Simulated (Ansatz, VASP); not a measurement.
## HgTe in VASP and in Ansatz

The input POSCAR:

```
HgTe
1.0
    2.9534868717     -3.3921426310      0.0000000000
    2.9534868717      3.3921426310      0.0000000000
    0.0000000000      0.0000000000      5.5619578730
Hg Te
2 2
Direct
    0.3235325388      0.6764674612      0.7500000000
    0.6764674612      0.3235325388      0.2500000000
    0.7700436581      0.2299563419      0.7500000000
    0.2299563419      0.7700436581      0.2500000000
```

The input INCAR.step1:

```
PREC = Accurate
ENCUT = 520
ISMEAR = 0
SIGMA = 0.15
LREAL = F
LASPH = T
NELM = 80
NBANDS = 26
GGA = PE
ALGO = Normal
EDIFF = 1E-4
LWAVE = T
LCHARG = F
```

INCAR.step2

```
PREC = Accurate
ENCUT = 520
EDIFF = 1E-7
ISMEAR = 0
SIGMA = 0.15
LREAL = F
LASPH = T
NELM = 80
ALGO = Normal
ISIF = 2
LWAVE = F
LCHARG = F
METAGGA = R2SCAN
LMIXTAU = T
NBANDS = 26
ISTART = 1
```

KPOINTS

```
Automatic mesh
0
Gamma
  12 12 8
```

Input for Ansatz:

```yaml
crystal:
  lattice:
    - [2.9534868717, -3.392142631, 0.0]
    - [2.9534868717, 3.392142631, 0.0]
    - [0.0, 0.0, 5.561957873]
  atoms:
    - { symbol: Hg, position: [0.3235325388, 0.6764674612, 0.75] }
    - { symbol: Hg, position: [0.6764674612, 0.3235325388, 0.25] }
    - { symbol: Te, position: [0.7700436581, 0.2299563419, 0.75] }
    - { symbol: Te, position: [0.2299563419, 0.7700436581, 0.25] }
basis:
  ecutwfc: 500
kpoints:
  mp_grid: { grid: [12, 12, 8] }
hamiltonian:
  xc: r2scan
scf:
  occupations: { method: gaussian, width: 0.15 }
output:
  forces: true
  stress: true
  eigenvalues: true
```

Change from the starting cell: strain +0.000 along x and y, -0.050 along z, atoms carried along.

Alike in both runs: task single point; functional r2SCAN; k mesh 12 × 12 × 8; occupations gaussian, width 0.15 eV; no spin polarisation.

```csv
,VASP,Ansatz
version,VASP 6.6.1,Ansatz 0.2.0
potentials or method,"VASP PAW PBE potentials, release 64 (Hg, Te), cutoff 520 eV","scalar-relativistic, plane waves, PAW"
valence electrons in the cell,36,72
```

|  | VASP | Ansatz | Ansatz less VASP |
| --- | --- | --- | --- |
| gap on the k mesh at the Fermi level (eV) | none | none | - |
| pressure (GPa) | 3.9 | 3.7 | -0.21 |
| traceless stress, the component that is largest in VASP (GPa) | 3.25 | 3.15 | -0.103 |
| rms of the force components (eV/Å) | 0.123 | 0.115 | -0.0078 |

VASP's potentials were made for PBE, not for r2SCAN. Atom by atom the forces differ by 0.008 eV/Å (rms over components). A gap of «none» marks a metal or a gap that the smearing closes. VASP's potentials hold 36 valence electrons a cell and Ansatz's 72, so a difference there can come from the potentials and not from the codes.

Neither program's run includes spin-orbit coupling.
